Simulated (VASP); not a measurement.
# AlIn2B2As (Cm) in VASP: a series of runs, part 3 of 3

VASP 6.6.1.

## 4. Single point, PBE

This run uses another cell than the first one, of 19.81 Å³/atom.

The input, INCAR:

```
SYSTEM = AlIn2B2As
PREC = Accurate
ENCUT = 520
EDIFF = 1E-7
ISMEAR = 0
SIGMA = 0.1
LREAL = .False.
LASPH = .True.
NELM = 100
ALGO = Normal
ISIF = 2
LWAVE = .False.
LCHARG = .False.
GGA = PE
NBANDS = 29
```

The input, KPOINTS:

```
regular mesh
0
Gamma
  6 6 8
  0 0 0
```

The input, POSCAR:

```
AlIn2B2As
1.0
    4.2135462501     -3.7327393851      0.0320315742
    4.2135462501      3.7327393851      0.0320315742
   -1.9158808482      0.0000000000      3.7647649756
Al In B As
1 2 2 1
Direct
    0.9518472335      0.9518472335      0.7184615135
    0.4114382882      0.8903325811      0.4088241994
    0.8903325811      0.4114382882      0.4088241994
    0.7675608974      0.7675608974      0.1778297846
    0.9842906852      0.9842906852      0.2382309541
    0.5144513046      0.5144513046      0.7522892291
```

Potentials or basis: VASP PAW PBE potentials, release 64 (Al, In_d, B, As).

The run is started by

```bash
> cat potpaw_PBE.64/Al/POTCAR potpaw_PBE.64/In_d/POTCAR potpaw_PBE.64/B/POTCAR potpaw_PBE.64/As/POTCAR > POTCAR
> mpirun -np 1 vasp_std > vasp.out
```

OUTCAR:

```text
SYSTEM = AlIn2B2As
   PREC = Accurate
   ENCUT = 520
   EDIFF = 1E-7
   ISMEAR = 0
   LREAL = .False.
   LASPH = .True.
   NELM = 100
   ISIF = 2
   GGA = PE

 ion  position               nearest neighbor table
   1  0.952  0.952  0.718-   5 2.09   4 2.11   5 2.16   3 2.89   2 2.89   2 3.20   3 3.20   3 3.28
                             2 3.28
   2  0.411  0.890  0.409-   5 2.32   4 2.44   6 2.85   1 2.89   6 3.06   1 3.20   1 3.28   6 3.36
                             3 3.58   3 3.89
   3  0.890  0.411  0.409-   5 2.32   4 2.44   6 2.85   1 2.89   6 3.06   1 3.20   1 3.28   6 3.36
                             2 3.58   2 3.89
   4  0.768  0.768  0.178-   5 1.73   6 2.09   1 2.11   2 2.44   3 2.44
   5  0.984  0.984  0.238-   4 1.73   1 2.09   1 2.16   2 2.32   3 2.32
   6  0.514  0.514  0.752-   4 2.09   3 2.85   2 2.85   3 3.06   2 3.06   2 3.36   3 3.36

  LATTYP: Found a base centered monoclinic cell.
 ALAT       =     8.4273360022
 B/A-ratio  =     0.8858646158
 C/A-ratio  =     0.5012523984
 COS(beta)  =    -0.4467582972

  Lattice vectors:

 A1 = (   4.2135462501,  -3.7327393851,   0.0320315742)
 A2 = (   4.2135462501,   3.7327393851,   0.0320315742)
 A3 = (  -1.9158808482,   0.0000000000,   3.7647649756)

Analysis of symmetry for initial positions (statically):
=====================================================================
 Subroutine PRICEL returns:
 Original cell was already a primitive cell.

 Routine SETGRP: Setting up the symmetry group for a
 base centered monoclinic supercell.

 Subroutine GETGRP returns: Found  2 space group operations
 (whereof  2 operations were pure point group operations)
 out of a pool of  4 trial point group operations.

The static configuration has the point symmetry C_1h.

Analysis of symmetry for dynamics (positions and initial velocities):
=====================================================================
 Subroutine PRICEL returns:
 Original cell was already a primitive cell.

 Routine SETGRP: Setting up the symmetry group for a
 base centered monoclinic supercell.

 Subroutine GETGRP returns: Found  2 space group operations
[... 136 lines left out ...]
   GGA     = PE    functional components
   LHFCALC =     F    Hartree Fock is set to
   AEXX    =    0.0000 exact exchange contribution
   IVDW    =     0    specifies the selected vdW correction
   LEPSILON=     F    determine dielectric tensor
   LRPA    =     F    only Hartree local field effects (RPA)
 non-spin polarized calculation
 Gauss-broadening in eV      SIGMA  =   0.10
  energy-cutoff  :      520.00
  volume of cell :      118.88
 maximum number of plane-waves:      3244
 NGX is ok and might be reduce to    42

 number of electron      40.0000005 magnetization

 Free energy of the ion-electron system (eV)
  ---------------------------------------------------
  ext. energy  EPLUGINS =         0.00000000
  ---------------------------------------------------
  free energy    TOTEN  =       -24.74859321 eV

  energy without entropy =      -24.74473870  energy(sigma->0) =      -24.74666595

 E-fermi :   5.7793     XC(G=0):  -9.6489

 val. band max:        5.7314972207   @ k =  -0.1667   0.1667   0.5000
 cond. band min:       5.7939258535   @ k =  -0.1667  -0.0000   0.2500
 fundamental gap:      0.0624286328
 Fermi energy:         5.7793388746

 k-point     1 :       0.0000    0.0000    0.0000
  band No.  band energies     occupation
      1      -9.1637      2.00000
      2      -9.0430      2.00000
      3      -9.0314      2.00000
      4      -9.0091      2.00000
      5      -9.0045      2.00000
      6      -8.9712      2.00000
[... 757 lines left out ...]
     28      11.2814      0.00000
     29      11.6977      0.00000

 [... further k-points ...]

------------------------ aborting loop because EDIFF is reached ----------------------------------------

  FORCE on cell =-STRESS in cart. coord.  units (eV):
  Direction    XX          YY          ZZ          XY          YZ          ZX
  --------------------------------------------------------------------------------------
  -------------------------------------------------------------------------------------
  Total        0.0123594     -0.0114764      0.0369518      0.0000000      0.0000000      0.0318997
  in kB        0.1665670     -0.1546667      0.4979960      0.0000000      0.0000000      0.4299091
  external PRESSURE =       0.1699654 kB  Pullay stress =       0.0000000 kB

 VOLUME and BASIS-vectors are now :
 -----------------------------------------------------------------------------
  energy-cutoff  :      520.00
  volume of cell :      118.88
      direct lattice vectors                 reciprocal lattice vectors
     4.213546250 -3.732739385  0.032031574     0.118207584 -0.133949882  0.060155587
     4.213546250  3.732739385  0.032031574     0.118207584  0.133949882  0.060155587
    -1.915880848  0.000000000  3.764764976    -0.002011480  0.000000000  0.264597193

 POSITION                                       TOTAL-FORCE (eV/Angst)
 -----------------------------------------------------------------------------------
      6.64482      0.00000      2.76582        -0.000430      0.000000      0.002350
      4.70181      1.78759      1.58082         0.003083      0.006314     -0.002981
      4.70181     -1.78759      1.58082         0.003083     -0.006314     -0.002981
      6.12761      0.00000      0.71866         0.024397      0.000000      0.031093
      7.83829      0.00000      0.95994        -0.004029      0.000000     -0.000531
      2.89403      0.00000      2.86515        -0.026105      0.000000     -0.026951
 -----------------------------------------------------------------------------------
    total drift:                                0.000039      0.000000     -0.001036

  FREE ENERGIE OF THE ION-ELECTRON SYSTEM (eV)
  ---------------------------------------------------
  free  energy   TOTEN  =       -24.7485932055 eV

  energy  without entropy=      -24.7447386964  energy(sigma->0) =      -24.74666595
```

OSZICAR:

```text
N       E                     dE             d eps       ncg     rms          rms(c)
DAV:   1     0.319124466137E+03    0.31912E+03   -0.17813E+04  5167   0.151E+03
DAV:   2     0.695751864643E+01   -0.31217E+03   -0.30127E+03  5207   0.376E+02
DAV:   3    -0.271752956389E+02   -0.34133E+02   -0.33378E+02  6589   0.135E+02
DAV:   4    -0.285997435126E+02   -0.14244E+01   -0.14201E+01  6458   0.268E+01
DAV:   5    -0.286506794014E+02   -0.50936E-01   -0.50928E-01  7553   0.516E+00    0.963E+00
DAV:   6    -0.246605522257E+02    0.39901E+01   -0.11276E+01  7287   0.291E+01    0.505E+00
DAV:   7    -0.247741546799E+02   -0.11360E+00   -0.26949E+00  5987   0.646E+00    0.195E+00
DAV:   8    -0.247512418517E+02    0.22913E-01   -0.13039E-01  7305   0.219E+00    0.115E+00
DAV:   9    -0.247481946924E+02    0.30472E-02   -0.29074E-02  6820   0.104E+00    0.338E-01
DAV:  10    -0.247483808597E+02   -0.18617E-03   -0.41812E-03  6471   0.442E-01    0.138E-01
DAV:  11    -0.247485511293E+02   -0.17027E-03   -0.86729E-04  7467   0.169E-01    0.911E-02
DAV:  12    -0.247485864827E+02   -0.35353E-04   -0.15335E-04  6655   0.703E-02    0.251E-02
DAV:  13    -0.247485920685E+02   -0.55858E-05   -0.34432E-05  6207   0.494E-02    0.493E-03
DAV:  14    -0.247485929465E+02   -0.87803E-06   -0.54517E-06  6323   0.114E-02    0.239E-03
DAV:  15    -0.247485931194E+02   -0.17290E-06   -0.69211E-07  5643   0.453E-03    0.205E-03
DAV:  16    -0.247485932055E+02   -0.86034E-07   -0.23315E-07  5109   0.250E-03
   1 F= -.24748593E+02 E0= -.24746666E+02  d E =-.385451E-02
```

Wall time 7.7 min (1 thread of Intel Xeon 8259CL, shared host); peak memory 0.44 GiB.

Results:

* Free energy: -24.7486 eV
* Pressure: 0.0 GPa
* Largest force: 0.040 eV/Å
* Band gap on the k mesh: zero (bands 20 and 21 overlap by 0.73 eV)

Forces in eV/Å, atoms in the order of the input:
```
Al   0.000  0.000  0.002
In   0.003  0.006 -0.003
In   0.003 -0.006 -0.003
B    0.024  0.000  0.031
B   -0.004  0.000 -0.001
As  -0.026  0.000 -0.027
```

Caveat: semilocal functionals underestimate gaps, so a narrow gap can read as zero; spin-orbit coupling is left out, which moves the levels of the heavy elements.

## 5. Relaxation of cell and atoms, PBE

This run uses another cell than the first one, of the same volume but with other edges.

The input, INCAR:

```
  PREC = Accurate
  ENCUT = 600
  EDIFF = 1E-6
  ISMEAR = 0
  SIGMA = 0.1
  LREAL = F
  LASPH = T
  NELM = 60
  ALGO = Normal
  ISIF = 3
  LWAVE = F
  LCHARG = F
  GGA = PE
  IBRION = 2
  NSW = 100
  EDIFFG = -0.01
```

The input, KPOINTS:

```
regular mesh
0
Gamma
  6 6 8
```

The input, POSCAR:

```
AlIn2B2As
1.0
    4.1656062188     -3.7425368087      0.0000000000
    4.1656062188      3.7425368087      0.0000000000
   -1.9226143718      0.0000000000      3.7531530630
Al In B As
1 2 2 1
Direct
    0.9589127603      0.9589127603      0.7199916878
    0.4132836686      0.8941858916      0.4164181184
    0.8941858916      0.4132836686      0.4164181184
    0.7633484328      0.7633484328      0.1768862184
    0.9812635076      0.9812635076      0.2311919257
    0.5089267292      0.5089267292      0.7435538114
```

The run is started by

```bash
> cat potpaw_PBE.64/Al/POTCAR potpaw_PBE.64/In_d/POTCAR potpaw_PBE.64/B/POTCAR potpaw_PBE.64/As/POTCAR > POTCAR
> mpirun -np 1 vasp_std > vasp.out
```

Run time: 21 min. Hardware: 1 thread of Intel Xeon 6975P-C (Granite Rapids), shared host; peak memory 0.53 GiB.

The run converged. Its results:

| Item | Value |
| --- | --- |
| Free energy | -24.7498 eV |
| Relaxed volume | 19.81 Å³/atom |
| Relaxed cell | a = 5.628 Å, b = 5.628 Å, c = 4.225 Å, α = 109.52°, β = 109.52°, γ = 83.08° |
| Space group after relaxing (to 0.1 Å) | Cm (No. 8) |
| Energy gained by relaxing | 1.4 meV/atom |
| Ionic steps | 17 |
| Pressure after relaxing | 0.0 GPa |
| Largest force after relaxing | 0.006 eV/Å |
| Band gap on the k mesh | zero (bands 20 and 21 overlap by 0.73 eV) |

Forces in eV/Å, atoms in the order of the input:
```
Al  -0.003  0.000 -0.003
In   0.004  0.003 -0.002
In   0.004 -0.003 -0.002
B    0.002  0.000  0.001
B   -0.004  0.000  0.003
As  -0.004  0.000  0.002
```

The path:
| step | energy change (eV) | largest force (eV/Å) | pressure (GPa) | volume (Å³) |
| --- | --- | --- | --- | --- |
| 1 | 0.0000 | 0.1257 | 0.47 | 117.02 |
| 2 | -0.0024 | 0.0950 | -0.16 | 118.00 |
| 3 | -0.0025 | 0.0728 | -0.06 | 117.82 |
| 4 | -0.0034 | 0.0611 | -0.04 | 117.86 |
| 5 | -0.0046 | 0.0580 | 0.01 | 117.95 |
| 6 | -0.0053 | 0.0502 | 0.05 | 117.99 |
| 7 | -0.0060 | 0.1181 | 0.16 | 118.09 |
| 8 | -0.0065 | 0.1043 | 0.11 | 118.22 |
| 9 | -0.0072 | 0.0644 | 0.00 | 118.60 |
| 10 | -0.0073 | 0.0616 | -0.05 | 118.77 |
| 11 | -0.0077 | 0.0450 | -0.03 | 118.80 |
| 12 | -0.0080 | 0.0274 | 0.01 | 118.85 |
| 13 | -0.0081 | 0.0196 | 0.00 | 118.88 |
| 14 | -0.0081 | 0.0267 | -0.01 | 118.90 |
| 15 | -0.0081 | 0.0135 | 0.00 | 118.89 |
| 16 | -0.0082 | 0.0131 | 0.00 | 118.89 |
| 17 | -0.0082 | 0.0057 | 0.00 | 118.89 |

Final structure:
```xyz
6
Lattice="4.2127 -3.7321 0.0326 4.2127 3.7321 0.0326 -1.9151 0.0000 3.7660" Properties=species:S:1:pos:R:3 pbc="T T T"
Al    6.6460    0.0000    2.7685
In    4.7006    1.7867    1.5814
In    4.7006   -1.7867    1.5814
B     6.1266    0.0000    0.7222
B     7.8371    0.0000    0.9606
As    2.8917    0.0000    2.8654
```

Levels at points of the mesh, in eV from the Fermi level:
```csv
k point,band 16,band 17,band 18,band 19,band 20,band 21,band 22,band 23,band 24
"(0.00, 0.00, 0.00)",-3.92,-3.66,-2.20,-1.59,-1.52,0.17,0.96,1.54,1.86
"(0.50, 0.00, 0.00)",-3.78,-3.13,-2.30,-1.86,-0.51,1.19,1.62,2.29,3.04
"(0.50, 0.50, 0.00)",-2.99,-2.92,-0.68,-0.54,0.59,0.66,1.57,1.96,2.42
"(0.00, 0.00, 0.50)",-4.56,-4.27,-3.07,-1.49,-1.01,1.06,1.27,2.48,2.49
"(0.50, 0.00, 0.50)",-4.18,-2.80,-2.08,-1.82,-1.32,0.02,0.99,1.64,2.92
"(0.50, 0.50, 0.50)",-3.92,-3.89,-3.76,-0.96,-0.50,0.77,1.83,2.58,3.06
```

Caveat: semilocal functionals underestimate gaps, so a narrow gap can read as zero; spin-orbit coupling is left out, which moves the levels of the heavy elements.

## 6. Summary

```tsv
task	cell	k mesh	cutoff (eV)	smearing	gap on the mesh (eV)	pressure (GPa)	relaxed volume (Å³/atom)	largest force (eV/Å)
single point	a = 5.755, b = 5.755, c = 4.217 Å, angles 113.7, 113.7, 81.1°, 6 atoms, atomic positions A	3 × 3 × 4	520	gaussian 0.2 eV	none	0.2	-	0.11
relaxation of cell and atoms	relaxed from a = 5.252, b = 5.252, c = 4.783 Å, angles 108.8, 108.8, 85.9°, 6 atoms, atomic positions B	3 × 3 × 4	600	gaussian 0.2 eV	none	-0.1	19.68	0.05
single point	a = 5.629, b = 5.629, c = 4.224 Å, angles 109.5, 109.5, 83.1°, 6 atoms, atomic positions C	6 × 6 × 8	520	gaussian 0.1 eV	none	0.0	-	0.04
relaxation of cell and atoms	relaxed from a = 5.600, b = 5.600, c = 4.217 Å, angles 109.8, 109.8, 83.9°, 6 atoms, atomic positions D	6 × 6 × 8	600	gaussian 0.1 eV	none	0.0	19.81	0.01
```

Alike in all rows: level PBE; potentials or basis VASP PAW PBE potentials, release 64 (Al, In_d, B, As); no spin polarisation.

Caveats: some runs use coarse meshes; semilocal functionals underestimate gaps, so a narrow gap can read as zero; spin-orbit coupling is left out, which moves the levels of the heavy elements; the relaxation stopped at a loose force limit of 0.08 eV/Å, so its end isn't a converged minimum (at least some runs).

Total energies depend on the potentials used, so only differences within one code and one set of settings carry meaning.
